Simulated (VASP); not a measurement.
# C (Fd-3m) in VASP: notebook

The runs below take C through single point, with PBE, revPBE.

Everything below comes from runs of VASP 6.6.1. Logs are shortened: lines on timing, memory, paths and dates and some standing lists are left out, and cuts for length are marked.

## Step 1: The cell of the first run

The structure is cubic, space group Fd-3m (No. 227). The conventional cell has a = 3.567 Å, b = 3.567 Å, c = 3.567 Å, α = 90.00°, β = 90.00°, γ = 90.00°. C (site symmetry -43m) has 4 C at 1.54 Å within 2.1 Å.

## Step 2: Single point, PBE

INCAR reads:

```
  ALGO = Normal
  EDIFF = 1E-6
  ENCUT = 520
  GGA = PE
  ISIF = 2
  ISMEAR = 0
  LASPH = True
  LCHARG = True
  LELF = True
  LREAL = False
  LVHAR = True
  LWAVE = False
  NBANDS = 11
  NELM = 100
  PREC = Accurate
  SIGMA = 0.027000000000000003
```

KPOINTS reads:

```
k-points
0
Gamma
  13 13 13
```

POSCAR reads:

```
C
1.0
    0.0000000000      1.7833700000      1.7833700000
    1.7833700000      0.0000000000      1.7833700000
    1.7833700000      1.7833700000      0.0000000000
C
2
Direct
    0.7500000000      0.7500000000      0.7500000000
    0.5000000000      0.5000000000      0.5000000000
```

Potentials or basis: VASP PAW PBE potentials, release 64 (C).

Launch:

```console
> cat potpaw_PBE.64/C/POTCAR > POTCAR
> mpirun -np 1 vasp_std > vasp.out
```

OUTCAR:

```text
EDIFF = 1E-6
   ENCUT = 520
   GGA = PE
   ISIF = 2
   ISMEAR = 0
   LASPH = True
   LREAL = False
   NELM = 100
   PREC = Accurate

 ion  position               nearest neighbor table
   1  0.750  0.750  0.750-   2 1.54   2 1.54   2 1.54   2 1.54
   2  0.500  0.500  0.500-   1 1.54   1 1.54   1 1.54   1 1.54

  LATTYP: Found a face centered cubic cell.
 ALAT       =     3.5667400000

  Lattice vectors:

 A1 = (   0.0000000000,   1.7833700000,   1.7833700000)
 A2 = (   1.7833700000,   0.0000000000,   1.7833700000)
 A3 = (   1.7833700000,   1.7833700000,   0.0000000000)

Analysis of symmetry for initial positions (statically):
=====================================================================
 Subroutine PRICEL returns:
 Original cell was already a primitive cell.

 Routine SETGRP: Setting up the symmetry group for a
 face centered cubic supercell.

 Subroutine GETGRP returns: Found 48 space group operations
 (whereof 24 operations were pure point group operations)
 out of a pool of 48 trial point group operations.

The static configuration has the point symmetry T_d .
 The point group associated with its full space group is O_h .

Analysis of symmetry for dynamics (positions and initial velocities):
=====================================================================
 Subroutine PRICEL returns:
 Original cell was already a primitive cell.

 Routine SETGRP: Setting up the symmetry group for a
 face centered cubic supercell.

 Subroutine GETGRP returns: Found 48 space group operations
 (whereof 24 operations were pure point group operations)
 out of a pool of 48 trial point group operations.

The dynamic configuration has the point symmetry T_d .
 The point group associated with its full space group is O_h .

 Subroutine INISYM returns: Found 48 space group operations
 (whereof 24 operations are pure point group operations),
 and found     1 'primitive' translations

----------------------------------------------------------------------------------------

                                     Primitive cell

  volume of cell :      11.3437

  direct lattice vectors                    reciprocal lattice vectors
     0.000000000  1.783370000  1.783370000    -0.280368067  0.280368067  0.280368067
     1.783370000  0.000000000  1.783370000     0.280368067 -0.280368067  0.280368067
     1.783370000  1.783370000  0.000000000     0.280368067  0.280368067 -0.280368067

  length of vectors
[... 84 lines left out ...]
   EDIFFG = 0.1E-04   stopping-criterion for IOM
   NSW    =      0    number of steps for IOM
   IBRION =     -1    ionic relax: 0-MD 1-quasi-New 2-CG
   NFREE  =      0    steps in history (QN), initial steepest desc. (CG)
   ISIF   =      2    stress and relaxation
   ISYM   =      2    0-nonsym 1-usesym 2-fastsym
   POTIM  = 0.5000    time-step for ionic-motion
   TEBEG  =    0.0;   TEEND  =   0.0 temperature during run
   PSTRESS=    0.0 pullay stress
   NELECT =       8.0000    total number of electrons
   NUPDOWN=      -1.0000    fix difference up-down
   EMIN   =  10.00;   EMAX   =-10.00  energy-range for DOS
   EFERMI =   0.00;   METHOD = LEGACY
   ISMEAR =     0;   SIGMA  =   0.03  broadening in eV -4-tet -1-fermi 0-gaus
   EFERMI_NEDOS =   21; number of points for ismear=-14 and -15
   IALGO  =     38    algorithm
   IMIX   =      4    mixing-type and parameters
     AMIX     =   0.40;   BMIX     =  1.00
     AMIX_MAG =   1.60;   BMIX_MAG =  1.00
  volume/ion in A,a.u.               =       5.67        38.28
  Fermi-wavevector in a.u.,A,eV,Ry     =   1.457203  2.753714 28.891161  2.123440
  Thomas-Fermi vector in A             =   2.574032
   LORBIT       =      0    0 simple, 1 ext, 2 COOP (PROOUT), +10 PAW based schemes
   GGA     = PE    functional components
   LHFCALC =     F    Hartree Fock is set to
   AEXX    =    0.0000 exact exchange contribution
   IVDW    =     0    specifies the selected vdW correction
   LEPSILON=     F    determine dielectric tensor
   LRPA    =     F    only Hartree local field effects (RPA)
 non-spin polarized calculation
 Gauss-broadening in eV      SIGMA  =   0.03
  energy-cutoff  :      520.00
  volume of cell :       11.34
 maximum number of plane-waves:       322
   NGX =  9   NGY =  9   NGZ =  9

 number of electron       7.9999999 magnetization

 Free energy of the ion-electron system (eV)
  ---------------------------------------------------
  ext. energy  EPLUGINS =         0.00000000
  ---------------------------------------------------
  free energy    TOTEN  =       -18.18525573 eV

  energy without entropy =      -18.18525573  energy(sigma->0) =      -18.18525573

 E-fermi :   9.8941     XC(G=0): -13.2509

 val. band max:        9.7301062733   @ k =   0.0000   0.0000   0.0000
 cond. band min:      13.8718908178   @ k =   0.3846   0.3846   0.0000
 fundamental gap:      4.1417845445
 Fermi energy:         9.8941006824

 k-point     1 :       0.0000    0.0000    0.0000
  band No.  band energies     occupation
      1     -11.7473      2.00000
      2       9.7301      2.00000
      3       9.7301      2.00000
      4       9.7301      2.00000
      5      15.3200      0.00000
      6      15.3200      0.00000
      7      15.3200      0.00000
      8      23.0620      0.00000
      9      29.0239      0.00000
     10      36.2645      0.00000
     11      36.2645      0.00000
[... 309 lines left out ...]
 k-point    24 :       0.4615    0.1538    0.0000
  band No.  band energies     occupation
      1      -6.7339      2.00000
      2      -1.5075      2.00000
      3       5.2987      2.00000
      4       5.8280      2.00000
      5      16.8132      0.00000
      6      20.3145      0.00000
      7      20.6233      0.00000
      8      23.6483      0.00000
      9      30.3377      0.00000
     10      33.0166      0.00000
     11      36.8014      0.00000

 [... further k-points ...]
[... 5 lines left out ...]
  --------------------------------------------------------------------------------------
  -------------------------------------------------------------------------------------
  Total        0.1739825      0.1739825      0.1739825     -0.0000000     -0.0000000      0.0000000
  in kB       24.5732070     24.5732070     24.5732070     -0.0000000     -0.0000000      0.0000000
  external PRESSURE =      24.5732070 kB  Pullay stress =       0.0000000 kB

 VOLUME and BASIS-vectors are now :
 -----------------------------------------------------------------------------
  energy-cutoff  :      520.00
  volume of cell :       11.34
      direct lattice vectors                 reciprocal lattice vectors
     0.000000000  1.783370000  1.783370000    -0.280368067  0.280368067  0.280368067
     1.783370000  0.000000000  1.783370000     0.280368067 -0.280368067  0.280368067
     1.783370000  1.783370000  0.000000000     0.280368067  0.280368067 -0.280368067

 POSITION                                       TOTAL-FORCE (eV/Angst)
 -----------------------------------------------------------------------------------
      2.67505      2.67505      2.67505         0.000000      0.000000      0.000000
      1.78337      1.78337      1.78337        -0.000000     -0.000000     -0.000000
 -----------------------------------------------------------------------------------
    total drift:                                0.000000     -0.000000      0.000000

  FREE ENERGIE OF THE ION-ELECTRON SYSTEM (eV)
  ---------------------------------------------------
  free  energy   TOTEN  =       -18.1852557273 eV

  energy  without entropy=      -18.1852557273  energy(sigma->0) =      -18.18525573
```

OSZICAR:

```text
N       E                     dE             d eps       ncg     rms          rms(c)
DAV:   1     0.867264757854E+00    0.86726E+00   -0.46989E+03  1915   0.697E+02
DAV:   2    -0.184496570181E+02   -0.19317E+02   -0.18804E+02  2422   0.128E+02
DAV:   3    -0.188234910506E+02   -0.37383E+00   -0.37283E+00  2154   0.136E+01
DAV:   4    -0.188241061475E+02   -0.61510E-03   -0.61508E-03  1999   0.697E-01
DAV:   5    -0.188241068252E+02   -0.67768E-06   -0.67765E-06  2167   0.222E-02    0.556E+00
DAV:   6    -0.183447185074E+02    0.47939E+00   -0.25034E-01  1887   0.352E+00    0.332E+00
DAV:   7    -0.181833784920E+02    0.16134E+00   -0.30670E-01  2007   0.395E+00    0.758E-01
DAV:   8    -0.181851940495E+02   -0.18156E-02   -0.85971E-03  1944   0.692E-01    0.436E-02
DAV:   9    -0.181852349706E+02   -0.40921E-04   -0.61831E-05  2204   0.633E-02    0.246E-02
DAV:  10    -0.181852556557E+02   -0.20685E-04   -0.15538E-05  1962   0.347E-02    0.536E-03
DAV:  11    -0.181852557273E+02   -0.71572E-07   -0.24983E-07  1665   0.458E-03
   1 F= -.18185256E+02 E0= -.18185256E+02  d E =-.197715E-20
```

stdout:

```text
POSCAR found type information on POSCAR C
 POSCAR found :  1 types and       2 ions
 scaLAPACK will be used
 LDA part: xc-table for (Slater+PW92), standard interpolation
 POSCAR, INCAR and KPOINTS ok, starting setup
 FFT: planning ... GRIDC
 FFT: planning ... GRID_SOFT
 FFT: planning ... GRID
 WAVECAR not read
 entering main loop
```

Run time: 9.3 s. Hardware: 1 thread of Intel Xeon Platinum 8488C (Sapphire Rapids), shared host; peak memory 0.12 GiB.

Results:

```yaml
Free_energy: -18.1853 eV
Pressure: 2.5 GPa
Band_gap_on_the_k_mesh: 4.14 eV, indirect (least direct gap 5.59 eV)
```

Levels at points of the mesh, in eV from the valence-band top:
```csv
k point,band 1,band 2,band 3,band 4,band 5,band 6,band 7,band 8,band 9
"(0.00, 0.00, 0.00)",-21.48,0.00,0.00,0.00,5.59,5.59,5.59,13.33,19.29
```

A k mesh can miss the band edges. A hybrid or GW would open this gap; PBE tends to underestimate it.

## Step 3: Single point, revPBE

This run uses another cell than the first one, of 5.76 Å³/atom, 1.015 times its volume.

INCAR reads:

```
PREC = Accurate
ENCUT = 520
EDIFF = 1E-7
ISMEAR = -1
SIGMA = 0.05
LREAL = False
LASPH = True
NELM = 100
ALGO = Normal
ISIF = 2
LWAVE = False
LCHARG = False
GGA = RE
NBANDS = 11
```

KPOINTS reads:

```
Automatic mesh
0
Gamma
  13 13 13
```

POSCAR reads:

```
C
1.0
    0.0000000000      1.7921170939      1.7921170939
    1.7921170939      0.0000000000      1.7921170939
    1.7921170939      1.7921170939      0.0000000000
C
2
Direct
    0.7500000000      0.7500000000      0.7500000000
    0.5000000000      0.5000000000      0.5000000000
```

Potentials or basis: VASP PAW PBE potentials, release 64 (C).

Launch:

```console
> cat potpaw_PBE.64/C/POTCAR > POTCAR
> mpirun -np 1 vasp_std > vasp.out
```

It took 9.6 s on 1 thread of Intel Xeon Platinum 8488C (Sapphire Rapids), shared host; peak memory 0.12 GiB.

It converged, with:

| Property | Result |
| --- | --- |
| Free energy | -17.3802 eV |
| Pressure | 0.6 GPa |
| Band gap on the k mesh | 4.10 eV, indirect (least direct gap 5.55 eV) |

Levels at points of the mesh, in eV from the valence-band top:
```
           k point  band 1  band 2  band 3  band 4  band 5  band 6  band 7  band 8  band 9
(0.00, 0.00, 0.00)  -21.34    0.00    0.00    0.00    5.55    5.55    5.55   12.95   19.19
```

Caveat: the PAW data sets were made with another functional, which shifts forces and pressure a little.
